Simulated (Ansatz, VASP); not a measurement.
Two plane-wave programs on BeSe

File POSCAR:

```
BeSe
1.0
    0.0000000000      2.5839687400      2.5839687400
    2.5839687400      0.0000000000      2.5839687400
    2.5839687400      2.5839687400      0.0000000000
Be Se
1 1
Direct
    0.0000000000      0.0000000000      0.0000000000
    0.2500000000      0.2500000000      0.2500000000
```

The input INCAR.step1:

```
PREC = Accurate
ENCUT = 660
ISMEAR = 0
SIGMA = 0.02
LREAL = False
LASPH = True
NELM = 120
GGA = PE
ALGO = Normal
EDIFF = 1E-5
LWAVE = True
LCHARG = False
GGA_COMPAT = False
IBRION = 2
ISIF = 3
EDIFFG = -0.005
NELMIN = 4
NSW = 100
```

INCAR.step2

```
PREC = Accurate
ENCUT = 660
EDIFF = 1E-7
ISMEAR = 0
SIGMA = 0.02
LREAL = False
LASPH = True
NELM = 120
ALGO = Normal
ISIF = 3
LWAVE = False
LCHARG = False
METAGGA = R2SCAN
LMIXTAU = True
IBRION = 2
NSW = 100
EDIFFG = -0.002
ISTART = 1
GGA_COMPAT = False
NELMIN = 4
```

File KPOINTS:

```
Automatic mesh
0
Gamma
  8 8 8
```

Input for Ansatz:

```yaml
crystal:
  lattice:
    - [0.0, 2.58396874, 2.58396874]
    - [2.58396874, 0.0, 2.58396874]
    - [2.58396874, 2.58396874, 0.0]
  atoms:
    - { symbol: Be, position: [0.0, 0.0, 0.0] }
    - { symbol: Se, position: [0.25, 0.25, 0.25] }
basis:
  ecutwfc: 500
kpoints:
  mp_grid: { grid: [8, 8, 8] }
hamiltonian:
  xc: r2scan
  pseudopotentials: { kind: paw }
scf:
  occupations: { method: gaussian, width: 0.02 }
output:
  forces: true
  stress: true
  eigenvalues: true
  write_density: true
  write_potential: true
  elf: true
  volumetric_format: npy
relax:
  adjacent_minimum: "off"
  f_tol: 0.002
  max_steps: 80
  cell: { stress_tol: 0.02 }
```

Alike in both runs: task relaxation of cell and atoms; functional r2SCAN; k mesh 8 × 8 × 8; occupations gaussian, width 0.02 eV; no spin polarisation.

```csv
,VASP,Ansatz
version,VASP 6.6.1,Ansatz 0.2.0
potentials or method,"VASP PAW PBE potentials, release 64 (Be, Se), cutoff 660 eV","scalar-relativistic, plane waves, PAW"
valence electrons in the cell,8,18
```

Ansatz gave:

```
gap on the k mesh at the Fermi level, each at its own relaxed structure (eV) : 3.12
relaxed volume (Å³/atom)                                                     : 17.19
relaxed cell length with the largest relative difference (Å)                 : 3.650
```

Question: What did VASP give for the same quantities?

Answer: gap on the k mesh at the Fermi level, each at its own relaxed structure (eV): 3.13; relaxed volume (Å³/atom): 17.25; relaxed cell length with the largest relative difference (Å): 3.654.

VASP's potentials were made for PBE, not for r2SCAN. VASP's potentials hold 8 valence electrons a cell and Ansatz's 18, so a difference there can come from the potentials and not from the codes.
